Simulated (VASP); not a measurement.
# Be2H3 (R3m) in VASP: further runs, part 2 of 2

VASP 6.6.1. Earlier steps stand in the parts before.

### 4 Relaxation of cell and atoms, PBE

File INCAR:

```
PREC = Accurate
ENCUT = 600
EDIFF = 1E-7
ISMEAR = 0
SIGMA = 0.1
LREAL = False
LASPH = True
NELM = 60
ALGO = Normal
ISIF = 3
LWAVE = False
LCHARG = False
GGA = PE
IBRION = 2
NSW = 90
EDIFFG = -0.04
```

File KPOINTS:

```
regular mesh
0
Gamma
  6 6 6
```

File POSCAR:

```
Be2H3
1.0
    1.7841643100      1.0300877500      3.2598775800
   -1.7841643100      1.0300877500      3.2598775800
    0.0000000000     -2.0601754900      3.2598775800
Be H
2 3
Direct
    0.5725774400      0.5725774400      0.5725774400
    0.3880372600      0.3880372600      0.3880372600
    0.0247165200      0.3401989400      0.0247165200
    0.0247165200      0.0247165200      0.3401989400
    0.3401989400      0.0247165200      0.0247165200
```

Started as:

```console
cat potpaw_PBE.64/Be/POTCAR potpaw_PBE.64/H/POTCAR > POTCAR
mpirun -np 1 vasp_std > vasp.out
```

Run time: 1.9 min. Hardware: 1 thread of Intel Xeon Platinum 8488C (Sapphire Rapids), shared host; peak memory 0.18 GiB.

The run converged. Its results:

- Free energy: -13.6175 eV
- Relaxed volume: 5.72 Å³/atom
- Relaxed cell: a = 4.076 Å, b = 4.076 Å, c = 4.076 Å, α = 43.03°, β = 43.03°, γ = 43.03°
- Space group after relaxing (to 0.05 Å): R-3m (No. 166)
- Energy gained by relaxing: 289.9 meV/atom
- Ionic steps: 36
- Pressure after relaxing: 0.0 GPa
- Largest force after relaxing: 0.022 eV/Å

Forces in eV/Å, atoms in the order of the input:
```
Be   0.000  0.000 -0.002
Be   0.000  0.000 -0.006
H   -0.019  0.011  0.003
H    0.000 -0.022  0.003
H    0.019  0.011  0.003
```

Stress tensor (GPa, compression positive):
```
-0.15  0.00  0.00
 0.00 -0.15  0.00
 0.00  0.00  0.27
```

Step by step:
```csv
step,energy change (eV),largest force (eV/Å),pressure (GPa),volume (Å³)
1,0.0000,2.9028,-1.83,35.95
2,-0.5980,0.7171,-8.25,35.47
3,-0.6237,1.0452,-9.00,35.28
4,-0.8484,1.1719,-6.96,33.05
5,-1.1628,1.2348,8.43,26.88
6,-1.2819,0.2986,9.87,26.65
7,-1.2838,0.1411,9.58,26.68
8,-1.3499,0.1060,2.89,28.31
9,-1.3581,0.1223,-0.31,29.27
10,-1.3582,0.1159,-0.07,29.19
11,-1.3607,0.0554,-0.08,29.24
12,-1.3617,0.1116,-0.07,29.30
13,-1.3631,0.0692,-0.14,29.32
14,-1.3632,0.0905,-0.17,29.33
15,-1.3647,0.0920,-0.16,29.29
16,-1.3706,0.0978,-0.09,29.18
17,-1.3856,0.2384,0.21,28.95
18,-1.4001,0.5963,1.64,28.48
19,-1.4009,0.4892,1.12,28.61
20,-1.4012,0.5253,1.29,28.57
21,-1.4013,0.5263,1.30,28.57
22,-1.4018,0.5292,1.33,28.56
23,-1.4025,0.5351,1.38,28.54
24,-1.4036,0.5520,1.51,28.50
25,-1.4038,0.6288,1.81,28.41
26,-1.4062,0.6174,1.74,28.42
27,-1.4133,0.5918,1.54,28.42
28,-1.4266,0.5268,1.21,28.44
29,-1.4377,0.3475,0.86,28.46
30,-1.4380,0.3709,0.88,28.46
31,-1.4414,0.2941,0.67,28.49
32,-1.4475,0.0951,0.07,28.58
33,-1.4483,0.0739,-0.21,28.63
34,-1.4483,0.0724,-0.23,28.63
35,-1.4487,0.0598,-0.17,28.62
36,-1.4496,0.0220,-0.01,28.58
```

Final structure:
```
CELL_PARAMETERS angstrom
1.49485 0.86305 3.69201
-1.49485 0.86305 3.69201
0.00000 -1.72610 3.69201
ATOMIC_POSITIONS crystal
Be 0.56545 0.56545 0.56545
Be 0.37540 0.37540 0.37540
H 0.97058 0.46823 0.97058
H 0.97058 0.97058 0.46823
H 0.46823 0.97058 0.97058
```

Levels at points of the mesh, in eV from the Fermi level:
| k point | band 1 | band 2 | band 3 | band 4 | band 5 | band 6 | band 7 |
| --- | --- | --- | --- | --- | --- | --- | --- |
| (0.00, 0.00, 0.00) | -13.73 | -3.70 | 1.05 | 4.23 | 4.23 | 6.72 | 6.72 |
| (0.50, 0.00, 0.00) | -9.51 | -7.52 | -1.20 | 0.59 | 1.42 | 4.43 | 4.86 |
| (0.50, 0.50, 0.00) | -9.16 | -7.30 | -2.30 | -0.86 | -0.46 | 4.25 | 10.06 |
| (0.50, 0.50, 0.50) | -13.21 | -6.80 | 4.11 | 4.11 | 5.36 | 5.36 | 8.92 |

Caveat: the volume moved by over 15 % at a fixed basis, so the end points are rough.

### 5 Single point, PBE

This run uses another cell than the first one, of the same volume but with other edges.

File INCAR:

```
PREC = Accurate
ENCUT = 520
EDIFF = 1E-6
ISMEAR = 0
SIGMA = 0.1
LREAL = False
LASPH = True
NELM = 80
ALGO = Normal
ISIF = 2
LWAVE = False
LCHARG = False
GGA = PE
NBANDS = 12
```

File KPOINTS:

```
regular mesh
0
Gamma
  12 12 12
```

File POSCAR:

```
Be2H3
1.0
    1.8439988703      1.0646332442      3.0566146384
   -1.8439988703      1.0646332442      3.0566146384
    0.0000000000     -2.1292664883      3.0566146384
Be H
2 3
Direct
    0.3208574447      0.3208574447      0.3208574447
    0.5824063812      0.5824063812      0.5824063812
    0.0612322035      0.6240250869      0.0612322035
    0.6240250869      0.0612322035      0.0612322035
    0.0612322035      0.0612322035      0.6240250869
```

Started as:

```console
cat potpaw_PBE.64/Be/POTCAR potpaw_PBE.64/H/POTCAR > POTCAR
mpirun -np 1 vasp_std > vasp.out
```

It took 36 s on 1 thread of Intel Xeon Platinum 8488C (Sapphire Rapids), shared host; peak memory 0.2 GiB.

It converged, with:

```
Free energy   : -15.1127 eV
Pressure      : 0.0 GPa
Largest force : 0.023 eV/Å
```

Forces on the atoms (eV/Å):
```
Be   0.000  0.000  0.021
Be   0.000  0.000 -0.006
H   -0.019  0.011 -0.005
H    0.019  0.011 -0.005
H    0.000 -0.022 -0.005
```

Stress tensor (GPa, compression positive):
```
 0.05  0.00  0.00
 0.00  0.05  0.00
 0.00  0.00 -0.13
```

Levels at points of the mesh, in eV from the Fermi level:
| k point | band 1 | band 2 | band 3 | band 4 | band 5 | band 6 | band 7 | band 8 | band 9 |
| --- | --- | --- | --- | --- | --- | --- | --- | --- | --- |
| (0.00, 0.00, 0.00) | -10.71 | -0.85 | -0.85 | 2.26 | 3.36 | 3.36 | 4.68 | 8.42 | 10.42 |
| (0.50, 0.00, 0.00) | -8.24 | -6.66 | -2.38 | 1.39 | 2.96 | 6.70 | 7.13 | 8.89 | 9.36 |
| (0.50, 0.50, 0.00) | -7.66 | -6.04 | -3.36 | -0.47 | 1.28 | 4.19 | 9.30 | 12.06 | 12.86 |
| (0.50, 0.50, 0.50) | -9.35 | -3.44 | -1.12 | -1.12 | 2.43 | 2.43 | 6.28 | 7.83 | 13.67 |

### 6 Relaxation of cell and atoms, PBE

This run uses another cell than the first one, of 7.21 Å³/atom, 1.003 times its volume.

File INCAR:

```
SYSTEM = Be2H3
  ALGO = Normal
  EDIFF = 1E-6
  EDIFFG = -0.01
  ENCUT = 600
  GGA = PE
  IBRION = 2
  ISIF = 3
  ISMEAR = 0
  LASPH = .TRUE.
  LCHARG = .FALSE.
  LREAL = .FALSE.
  LWAVE = .FALSE.
  NELM = 60
  NSW = 100
  PREC = Accurate
  SIGMA = 0.1
```

File KPOINTS:

```
k-points
0
G
  12 12 12
  0 0 0
```

File POSCAR:

```
Be2H3
1.0
    1.8428578158      1.0639744560      3.0644618135
   -1.8428578158      1.0639744560      3.0644618135
    0.0000000000     -2.1279489120      3.0644618135
Be H
2 3
Direct
    0.3207184920      0.3207184920      0.3207184920
    0.5824030033      0.5824030033      0.5824030033
    0.0612178667      0.6241960912      0.0612178667
    0.6241960912      0.0612178667      0.0612178667
    0.0612178667      0.0612178667      0.6241960912
```

Potentials or basis: VASP PAW PBE potentials, release 64 (Be, H).

Started as:

```console
cat potpaw_PBE.64/Be/POTCAR potpaw_PBE.64/H/POTCAR > POTCAR
mpirun -np 1 vasp_std > vasp.out
```

Wall time 61 s (1 thread of Intel Xeon Platinum 8488C (Sapphire Rapids), shared host); peak memory 0.2 GiB.

The run converged. Its results:

| Property | Result |
| --- | --- |
| Free energy | -15.1138 eV |
| Relaxed volume | 7.21 Å³/atom |
| Relaxed cell | a = 3.729 Å, b = 3.729 Å, c = 3.729 Å, α = 59.29°, β = 59.29°, γ = 59.29° |
| Space group after relaxing (to 0.05 Å) | R3m (No. 160) |
| Energy gained by relaxing | 0.0 meV/atom |
| Ionic steps | 4 |
| Pressure after relaxing | -0.1 GPa |
| Largest force after relaxing | 0.007 eV/Å |

Forces on the atoms (eV/Å):
```
Be   0.000  0.000 -0.007
Be   0.000  0.000 -0.002
H    0.002 -0.001  0.003
H   -0.002 -0.001  0.003
H    0.000  0.003  0.003
```

Stress tensor (GPa, compression positive):
```
 0.00  0.00  0.00
 0.00  0.00  0.00
 0.00  0.00 -0.18
```

The path:
| step | energy change (eV) | largest force (eV/Å) | pressure (GPa) | volume (Å³) |
| --- | --- | --- | --- | --- |
| 1 | 0.0000 | 0.0342 | 0.12 | 36.05 |
| 2 | -0.0001 | 0.0070 | -0.04 | 36.08 |
| 3 | -0.0001 | 0.0070 | -0.08 | 36.08 |
| 4 | -0.0002 | 0.0071 | -0.06 | 36.07 |

Final structure:
```
CELL_PARAMETERS angstrom
1.84446 1.06490 3.06071
-1.84446 1.06490 3.06071
0.00000 -2.12980 3.06071
ATOMIC_POSITIONS crystal
Be 0.32093 0.32093 0.32093
Be 0.58227 0.58227 0.58227
H 0.06105 0.62446 0.06105
H 0.62446 0.06105 0.06105
H 0.06105 0.06105 0.62446
```

Levels at points of the mesh, in eV from the Fermi level:
| k point | band 1 | band 2 | band 3 | band 4 | band 5 | band 6 | band 7 |
| --- | --- | --- | --- | --- | --- | --- | --- |
| (0.00, 0.00, 0.00) | -10.70 | -0.83 | -0.83 | 2.25 | 3.36 | 3.36 | 4.67 |
| (0.50, 0.00, 0.00) | -8.23 | -6.64 | -2.37 | 1.39 | 2.95 | 6.68 | 7.12 |
| (0.50, 0.50, 0.00) | -7.66 | -6.03 | -3.34 | -0.47 | 1.28 | 4.19 | 9.30 |
| (0.50, 0.50, 0.50) | -9.35 | -3.44 | -1.11 | -1.11 | 2.43 | 2.43 | 6.27 |

### 7 Overview

```csv
task,cell,k mesh,cutoff (eV),gap on the mesh (eV),pressure (GPa),relaxed volume (Å³/atom),largest force (eV/Å)
single point,"a = 3.856 Å, angles 55.1°, 5 atoms",6 × 6 × 6,520,none,-1.9,-,2.90
single point,"a = 3.731 Å, angles 59.2°, 5 atoms",6 × 6 × 6,520,none,0.0,-,0.01
relaxation of cell and atoms,"relaxed from a = 3.856 Å, angles 55.1°, 5 atoms",6 × 6 × 6,600,none,0.0,5.72,0.02
single point,"a = 3.725 Å, angles 59.3°, 5 atoms",12 × 12 × 12,520,none,0.0,-,0.02
relaxation of cell and atoms,"relaxed from a = 3.731 Å, angles 59.2°, 5 atoms",12 × 12 × 12,600,none,-0.1,7.21,0.01
```

Alike in all rows: level PBE; potentials or basis VASP PAW PBE potentials, release 64 (Be, H); no spin polarisation; smearing gaussian 0.1 eV.

Caveats: forces of over 1 eV/Å act on the atoms, so gaps and moduli don't describe the material at rest (some runs); the volume moved by over 15 % at a fixed basis, so the end points are rough (some runs).

Total energies depend on the potentials used, so only differences within one code and one set of settings carry meaning.
